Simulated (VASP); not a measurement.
# Y (Immm) in VASP: further runs

Y is run at these levels: PBEsol; tasks: single point.

Everything below comes from runs of VASP 6.6.1. Logs are shortened: lines on timing, memory, paths and dates and some standing lists are left out, and cuts for length are marked.

## 1. The cell of the first run

Symmetry: Immm, No. 71, orthorhombic system. The conventional cell has a = 3.449 Å, b = 3.537 Å, c = 5.002 Å, α = 90.00°, β = 90.00°, γ = 90.00°. Y (site symmetry mmm) has 12 Y at 3.45 to 3.54 Å within 4.5 Å.

## 2. Single point, PBEsol (uniaxial strain along a: -2.0 %)

File INCAR:

```
ALGO = Fast
EDIFF = 1E-7
ENCUT = 520
GGA = PS
ISIF = 2
ISMEAR = 0
LASPH = True
LCHARG = False
LREAL = False
LWAVE = False
NBANDS = 18
NELM = 60
PREC = Accurate
SIGMA = 0.1
```

File KPOINTS:

```
k-points
0
Gamma
  14 14 10
```

File POSCAR:

```
Y
1.0
    2.4387029084      2.4387029084      0.0000000000
   -2.5009147173      2.5009147173      0.0000000000
    0.0000000000      0.0000000000      5.0018294346
Y
2
Direct
    0.0000000000      0.0000000000      0.0000000000
    0.5000000000      0.5000000000      0.5000000000
```

Potentials or basis: VASP PAW PBE potentials, release 64 (Y_sv).

The run is started by

```console
$ cat potpaw_PBE.64/Y_sv/POTCAR > POTCAR
$ mpirun -np 1 vasp_std > vasp.out
```

OUTCAR:

```text
EDIFF = 1E-7
   ENCUT = 520
   GGA = PS
   ISIF = 2
   ISMEAR = 0
   LASPH = True
   LREAL = False
   NELM = 60
   PREC = Accurate

 ion  position               nearest neighbor table
   1  0.000  0.000  0.000-   2 3.52   2 3.52   2 3.52   2 3.52   2 3.52   2 3.52   2 3.52   2 3.52

   2  0.500  0.500  0.500-   1 3.52   1 3.52   1 3.52   1 3.52   1 3.52   1 3.52   1 3.52   1 3.52

  LATTYP: Found a simple orthorhombic cell.
 ALAT       =     3.4488467277
 B/A-ratio  =     1.0255102041
 C/A-ratio  =     1.4502904390

  Lattice vectors:

 A1 = (   2.4387029084,   2.4387029084,   0.0000000000)
 A2 = (  -2.5009147173,   2.5009147173,   0.0000000000)
 A3 = (   0.0000000000,   0.0000000000,   5.0018294346)

Analysis of symmetry for initial positions (statically):
=====================================================================
 Subroutine PRICEL returns following result:

  LATTYP: Found a body centered orthorhombic cell.
 ALAT       =     3.4488467277
 B/A-ratio  =     1.0255102041
 C/A-ratio  =     1.4502904390

  Lattice vectors:

 A1 = (   0.0311059045,  -2.4698088129,  -2.5009147173)
 A2 = (  -0.0311059045,   2.4698088129,  -2.5009147173)
 A3 = (   2.4698088128,  -0.0311059044,   2.5009147173)

   2 primitive cells build up your supercell.

 Routine SETGRP: Setting up the symmetry group for a
 simple orthorhombic supercell.

 Subroutine GETGRP returns: Found  8 space group operations
 (whereof  8 operations were pure point group operations)
 out of a pool of  8 trial point group operations.

The static configuration has the point symmetry D_2h.

Analysis of symmetry for dynamics (positions and initial velocities):
=====================================================================
 Subroutine PRICEL returns following result:

  LATTYP: Found a body centered orthorhombic cell.
 ALAT       =     3.4488467277
 B/A-ratio  =     1.0255102041
 C/A-ratio  =     1.4502904390

  Lattice vectors:

 A1 = (   0.0311059045,  -2.4698088129,  -2.5009147173)
 A2 = (  -0.0311059045,   2.4698088129,  -2.5009147173)
 A3 = (   2.4698088128,  -0.0311059044,   2.5009147173)

   2 primitive cells build up your supercell.

 Routine SETGRP: Setting up the symmetry group for a
 simple orthorhombic supercell.

 Subroutine GETGRP returns: Found  8 space group operations
 (whereof  8 operations were pure point group operations)
 out of a pool of  8 trial point group operations.

The dynamic configuration has the point symmetry D_2h.

 Subroutine INISYM returns: Found  8 space group operations
 (whereof  8 operations are pure point group operations),
 and found     2 'primitive' translations

----------------------------------------------------------------------------------------

                                     Primitive cell

  volume of cell :      30.5061

  direct lattice vectors                    reciprocal lattice vectors
     0.031105904 -2.469808813 -2.500914717     0.199926849 -0.199926849 -0.199926849
    -0.031105904  2.469808813 -2.500914717     0.205027024  0.205027024 -0.199926849
     2.469808813 -0.031105904  2.500914717     0.404953873  0.005100175  0.000000000

  length of vectors
     3.515038773  3.515038773  3.515038773     0.346283461  0.352197255  0.404985989

  position of ions in fractional coordinates (direct lattice)
     0.000000000  0.000000000  0.000000000

  ion indices of the primitive-cell ions
   primitive index   ion index
                 1           1

----------------------------------------------------------------------------------------

 KPOINTS: k-points

Automatic generation of k-mesh.
 Grid dimensions read from file:
 generate k-points for:   14   14   10

 Generating k-lattice:

  Cartesian coordinates                     Fractional coordinates (reciprocal lattice)
     0.014644787  0.014644787  0.000000000     0.071428571  0.000000000  0.000000000
    -0.014280489  0.014280489  0.000000000     0.000000000  0.071428571  0.000000000
     0.000000000  0.000000000  0.019992685     0.000000000  0.000000000  0.100000000

  Length of vectors
     0.020710857  0.020195662  0.019992685

  Shift w.r.t. Gamma in fractional coordinates (k-lattice)
     0.000000000  0.000000000  0.000000000

 Subroutine IBZKPT returns following result:
 ===========================================

 Found    384 irreducible k-points:

 Following reciprocal coordinates:
            Coordinates               Weight
  0.000000  0.000000  0.000000      1.000000
  0.071429  0.000000  0.000000      2.000000
  0.142857  0.000000  0.000000      2.000000
  0.214286  0.000000  0.000000      2.000000
  0.285714  0.000000  0.000000      2.000000
  0.357143  0.000000  0.000000      2.000000
[... 16 lines left out ...]
  0.428571  0.142857  0.000000      4.000000
  0.500000  0.142857  0.000000      2.000000
 [... further k-points ...]
   k-points           NKPTS =    384   k-points in BZ     NKDIM =    384   number of bands    NBANDS=     18
   number of dos      NEDOS =    301   number of ions     NIONS =      2
   total plane-waves  NPLWV =  31360
   dimension x,y,z NGX =    28 NGY =   28 NGZ =   40
   dimension x,y,z NGXF=    56 NGYF=   56 NGZF=   80
   ions per type =               2
   NGX,Y,Z   is equivalent  to a cutoff of  13.50, 13.16, 13.29 a.u.
   NGXF,Y,Z  is equivalent  to a cutoff of  26.99, 26.32, 26.59 a.u.
 SYSTEM =  unknown system
   PREC   = accura    normal or accurate (medium, high low for compatibility)
   ISTART =      0    job   : 0-new  1-cont  2-samecut
   ICHARG =      2    charge: 1-file 2-atom 10-const
   ISPIN  =      1    spin polarized calculation?
   LNONCOLLINEAR =      F non collinear calculations
   LSORBIT =      F    spin-orbit coupling
   LASPH  =      T    aspherical Exc in radial PAW
   ENCUT  =  520.0 eV  38.22 Ry    6.18 a.u.   6.41  6.58  9.30*2*pi/ulx,y,z
   NELM   =     60;   NELMIN=  2; NELMDL= -5     # of ELM steps
   EDIFF  = 0.1E-06   stopping-criterion for ELM
   LREAL  =      F    real-space projection
   EDIFFG = 0.1E-05   stopping-criterion for IOM
   NSW    =      0    number of steps for IOM
   IBRION =     -1    ionic relax: 0-MD 1-quasi-New 2-CG
   NFREE  =      0    steps in history (QN), initial steepest desc. (CG)
   ISIF   =      2    stress and relaxation
   ISYM   =      2    0-nonsym 1-usesym 2-fastsym
   POTIM  = 0.5000    time-step for ionic-motion
   TEBEG  =    0.0;   TEEND  =   0.0 temperature during run
   PSTRESS=    0.0 pullay stress
   NELECT =      22.0000    total number of electrons
   NUPDOWN=      -1.0000    fix difference up-down
   EMIN   =  10.00;   EMAX   =-10.00  energy-range for DOS
   EFERMI =   0.00;   METHOD = LEGACY
   ISMEAR =     0;   SIGMA  =   0.10  broadening in eV -4-tet -1-fermi 0-gaus
   EFERMI_NEDOS =   21; number of points for ismear=-14 and -15
   IALGO  =     68    algorithm
   IMIX   =      4    mixing-type and parameters
     AMIX     =   0.40;   BMIX     =  1.00
     AMIX_MAG =   1.60;   BMIX_MAG =  1.00
  volume/ion in A,a.u.               =      30.51       205.87
  Fermi-wavevector in a.u.,A,eV,Ry     =   1.165226  2.201958 18.473333  1.357752
  Thomas-Fermi vector in A             =   2.301754
   LORBIT       =      0    0 simple, 1 ext, 2 COOP (PROOUT), +10 PAW based schemes
   GGA     = PS    functional components
   LHFCALC =     F    Hartree Fock is set to
   AEXX    =    0.0000 exact exchange contribution
   IVDW    =     0    specifies the selected vdW correction
   LEPSILON=     F    determine dielectric tensor
   LRPA    =     F    only Hartree local field effects (RPA)
 non-spin polarized calculation
 RMM-DIIS sequential band-by-band and
 Gauss-broadening in eV      SIGMA  =   0.10
  energy-cutoff  :      520.00
  volume of cell :       61.01
 maximum number of plane-waves:      1663
 NGX is ok and might be reduce to    28
   NGX = 13   NGY = 13   NGZ = 19

 number of electron      22.0000001 magnetization

 Free energy of the ion-electron system (eV)
  ---------------------------------------------------
  ext. energy  EPLUGINS =         0.00000000
  ---------------------------------------------------
  free energy    TOTEN  =       -13.60625018 eV

  energy without entropy =      -13.59206572  energy(sigma->0) =      -13.59915795

 E-fermi :   3.2988     XC(G=0):  -9.8238

 val. band max:        3.2972058480   @ k =   0.1429   0.5000   0.2000
 cond. band min:       3.2992736969   @ k =   0.2143   0.2143   0.0000
 fundamental gap:      0.0020678489
 Fermi energy:         3.2987681000

 k-point     1 :       0.0000    0.0000    0.0000
  band No.  band energies     occupation
      1     -39.1375      2.00000
      2     -39.0248      2.00000
      3     -19.4602      2.00000
      4     -19.0628      2.00000
      5     -19.0172      2.00000
      6     -18.8113      2.00000
[... 10 lines left out ...]
     17       7.4035      0.00000
     18       8.9375      0.00000

 k-point     2 :       0.0714    0.0000    0.0000
  band No.  band energies     occupation
      1     -39.1344      2.00000
      2     -39.0244      2.00000
      3     -19.4500      2.00000
      4     -19.0578      2.00000
      5     -19.0370      2.00000
      6     -18.8125      2.00000
[... 10 lines left out ...]
     17       7.2908      0.00000
     18       8.5939      0.00000

 k-point     3 :       0.1429    0.0000    0.0000
  band No.  band energies     occupation
      1     -39.1253      2.00000
      2     -39.0236      2.00000
      3     -19.4201      2.00000
      4     -19.0916      2.00000
      5     -19.0431      2.00000
      6     -18.8852      2.00000
[... 10 lines left out ...]
     17       7.2260      0.00000
     18       7.9350      0.00000

 k-point     4 :       0.2143    0.0000    0.0000
  band No.  band energies     occupation
      1     -39.1115      2.00000
      2     -39.0231      2.00000
      3     -19.3727      2.00000
      4     -19.1681      2.00000
      5     -19.0203      2.00000
      6     -18.9913      2.00000
[... 375 lines left out ...]
      4     -19.2369      2.00000
      5     -19.2185      2.00000
      6     -19.0006      2.00000
[... 10 lines left out ...]
     17       6.4232      0.00000
     18       8.3786      0.00000

 k-point    23 :       0.4286    0.1429    0.0000
  band No.  band energies     occupation
      1     -39.0538      2.00000
      2     -39.0310      2.00000
      3     -19.3583      2.00000
      4     -19.3158      2.00000
      5     -19.1489      2.00000
      6     -19.0150      2.00000
[... 10 lines left out ...]
     17       6.8570      0.00000
     18       7.8499      0.00000

 k-point    24 :       0.5000    0.1429    0.0000
  band No.  band energies     occupation
      1     -39.0406      2.00000
      2     -39.0406      2.00000
      3     -19.3578      2.00000
      4     -19.3578      2.00000
      5     -19.0798      2.00000
      6     -19.0798      2.00000
[... 10 lines left out ...]
     17       7.3401      0.00000
     18       7.3401      0.00000

 [... further k-points ...]
[... 5 lines left out ...]
  --------------------------------------------------------------------------------------
  -------------------------------------------------------------------------------------
  Total        0.1647561      0.1647561      0.0059739      0.3526829      0.0000000      0.0000000
  in kB        4.3264869      4.3264869      0.1568735      9.2614360      0.0000000      0.0000000
  external PRESSURE =       2.9366157 kB  Pullay stress =       0.0000000 kB

 VOLUME and BASIS-vectors are now :
 -----------------------------------------------------------------------------
  energy-cutoff  :      520.00
  volume of cell :       61.01
      direct lattice vectors                 reciprocal lattice vectors
     2.438702908  2.438702908  0.000000000     0.205027024  0.205027024  0.000000000
    -2.500914717  2.500914717  0.000000000    -0.199926849  0.199926849  0.000000000
     0.000000000  0.000000000  5.001829435     0.000000000  0.000000000  0.199926849

 POSITION                                       TOTAL-FORCE (eV/Angst)
 -----------------------------------------------------------------------------------
      0.00000      0.00000      0.00000        -0.000000     -0.000000     -0.000000
     -0.03111      2.46981      2.50091         0.000000      0.000000      0.000000
 -----------------------------------------------------------------------------------
    total drift:                               -0.000000      0.000000      0.000000

  FREE ENERGIE OF THE ION-ELECTRON SYSTEM (eV)
  ---------------------------------------------------
  free  energy   TOTEN  =       -13.6062501770 eV

  energy  without entropy=      -13.5920657219  energy(sigma->0) =      -13.59915795
```

Run time: 8.7 min. Hardware: 1 thread of Intel Xeon 6975P-C, shared host; peak memory 0.49 GiB.

What came out:

```yaml
Free_energy: -13.6063 eV
Pressure: 0.3 GPa
Band_gap_on_the_k_mesh: zero (band 11 reaches 4.21 eV, above the bottom of band 12 at 2.29 eV)
```

Caveat: the cell differs from its parent crystal (uniaxial strain along a: -2.0 %); the PAW data sets were made with another functional, which shifts forces and pressure a little.

## 3. Single point, PBEsol (uniaxial strain along a: -1.0 %, then relaxed in part)

File INCAR:

```
PREC = Accurate ; ENCUT = 520
EDIFF = 1E-6 ; ISMEAR = 0
SIGMA = 0.1 ; LREAL = False
LASPH = True ; NELM = 60
ALGO = Fast ; ISIF = 2
LWAVE = False ; LCHARG = False
GGA = PS ; NBANDS = 18
```

File KPOINTS:

```
Automatic mesh
0
Gamma
  14 14 10
```

File POSCAR:

```
Y
1.0
    2.4635876320      2.4635876320      0.0000000000
   -2.4861716265      2.4861716265      0.0000000000
    0.0000000000      0.0000000000      5.0042184881
Y
2
Direct
    0.0000000000      0.0000000000      0.0000000000
    0.5000000000      0.5000000000      0.5000000000
```

Potentials or basis: VASP PAW PBE potentials, release 64 (Y_sv).

The run is started by

```console
$ cat potpaw_PBE.64/Y_sv/POTCAR > POTCAR
$ mpirun -np 1 vasp_std > vasp.out
```

It took 6.8 min on 1 thread of Intel Xeon 6975P-C, shared host; peak memory 0.5 GiB.

The run converged. Its results:

| Quantity | Value |
| --- | --- |
| Free energy | -13.6106 eV |
| Pressure | 0.1 GPa |
| Band gap on the k mesh | zero (band 11 reaches 4.12 eV, above the bottom of band 12 at 2.28 eV) |

Stress tensor (GPa, compression positive):
```
 0.19  0.33  0.00
 0.33  0.19  0.00
 0.00  0.00 -0.15
```

Levels at points of the mesh, in eV from the Fermi level:
```tsv
k point	band 8	band 9	band 10	band 11	band 12	band 13	band 14	band 15
(0.00, 0.00, 0.00)	-22.11	-4.86	-1.90	-0.98	1.77	1.81	1.93	2.26
(0.50, 0.00, 0.00)	-22.20	-1.53	-1.53	0.29	0.29	0.64	0.64	2.65
(0.00, 0.50, 0.00)	-22.20	-1.58	-1.58	0.30	0.30	0.59	0.59	2.77
(0.50, 0.50, 0.00)	-22.36	-1.89	-1.89	-1.00	-1.00	2.40	2.40	5.59
(0.00, 0.00, 0.50)	-22.23	-2.99	-2.99	0.10	0.10	1.76	1.76	3.10
(0.50, 0.00, 0.50)	-22.20	-2.06	-2.06	0.84	0.84	1.63	1.63	1.65
(0.00, 0.50, 0.50)	-22.19	-2.08	-2.08	0.78	0.78	1.57	1.57	1.76
(0.50, 0.50, 0.50)	-22.37	-0.85	-0.85	0.27	0.27	0.32	0.32	2.71
```

Caveat: the cell differs from its parent crystal (uniaxial strain along a: -1.0 %, then relaxed in part); the PAW data sets were made with another functional, which shifts forces and pressure a little.
